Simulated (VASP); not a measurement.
**Be2SbCl: single point with PBE**

Be2SbCl:

```xyz
4
Lattice="4.3110 0.0000 0.0000 -2.1555 3.7334 0.0000 0.0000 0.0000 5.6793" Properties=species:S:1:pos:R:3 pbc="T T T"
Be    0.0000    2.4889    0.0000
Be    2.1555    1.2445    0.0000
Sb    0.0000    0.0000    0.0000
Cl    0.0000    0.0000    2.8397
```

```
Program                : VASP 6.6.1
Task                   : single point
Functional             : PBE
Potentials or basis    : VASP PAW PBE potentials, release 64 (Be, Sb, Cl)
Cutoff                 : 520 eV
k mesh                 : 6 × 6 × 4
Occupations            : gaussian, width 0.1 eV
Spin                   : no spin polarisation
Dipole correction      : no
Further INCAR settings : ALGO = Normal; EDIFF = 1e-06; NBANDS = 16
```

The pressure is 0.2 GPa. The band gap on the k mesh is zero (band 8 reaches 4.71 eV, above the bottom of band 9 at 2.89 eV).

Stress tensor (GPa, compression positive):
```
0.25 0.00 0.00
0.00 0.25 0.00
0.00 0.00 0.03
```

Levels at points of the mesh, in eV from the Fermi level:
```csv
k point,band 6,band 7,band 8,band 9,band 10,band 11
"(0.00, 0.00, 0.00)",-1.59,-1.59,-0.62,-0.62,-0.06,0.31
"(0.50, 0.00, 0.00)",-2.93,-2.32,-0.80,0.38,1.81,4.48
"(0.00, 0.00, 0.50)",-2.47,-2.39,-2.39,-0.60,-0.60,0.85
"(0.50, 0.00, 0.50)",-3.07,-2.66,-0.92,-0.51,1.33,3.26
```

Wall time 33 s on 1 thread of Intel(R) Xeon(R) Platinum 8375C CPU @ 2.90GHz (Ice Lake), with other jobs on the host, peak memory 0.2 GiB.

Caveat: spin-orbit coupling is left out, which moves the levels of the heavy elements.
